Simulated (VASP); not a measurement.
Wanted: the native input for a VASP 6.6.1 run.

```yaml
Task: single point
Functional: PBEsol
Potentials_or_basis: VASP PAW PBE potentials, release 64 (Ge_d)
Cutoff: 500 eV
k_mesh: 11 × 11 × 10
Occupations: methfessel-paxton, width 0.1 eV
Spin: no spin polarisation
Dipole_correction: no
Further_INCAR_settings: ALGO = Normal; EDIFF = 1e-06; NBANDS = 13
```

The structure of Ge lies in POSCAR:

```
Ge
1.0
    1.3726357717     -2.4332637230      0.0000000000
    1.3726357717      2.4332637230      0.0000000000
    0.0000000000      0.0000000000      2.6256717944
Ge
1
Direct
    0.5000000000      0.5000000000      0.0000000000
```

The input as run:

INCAR

```
SYSTEM = Ge
PREC = Accurate ; ENCUT = 500
EDIFF = 1E-6 ; ISMEAR = 1
SIGMA = 0.1 ; LREAL = .False.
LASPH = .True. ; NELM = 120
ALGO = Normal ; ISIF = 2
LWAVE = .False. ; LCHARG = .False.
GGA = PS ; NBANDS = 13
GGA_COMPAT = .False.
```

KPOINTS

```
regular mesh
0
Gamma
  11 11 10
  0 0 0
```

Potentials or basis: VASP PAW PBE potentials, release 64 (Ge_d).

Run with:

```bash
$ cat potpaw_PBE.64/Ge_d/POTCAR > POTCAR
$ mpirun -np 1 vasp_std > vasp.out
```

It gave:

```json
{
 "Pressure": "3.8 GPa",
 "Band gap on the k mesh": "zero (bands 7 and 8 overlap by 9.75 eV)"
}
```

Caveat: the cell stands under pressure; the PAW data sets were made with another functional, which shifts forces and pressure a little.

Run time: 15 s on 1 thread of AMD EPYC 9R45 96-Core Processor (Zen 5) (shared host), peak memory 0.12 GiB.
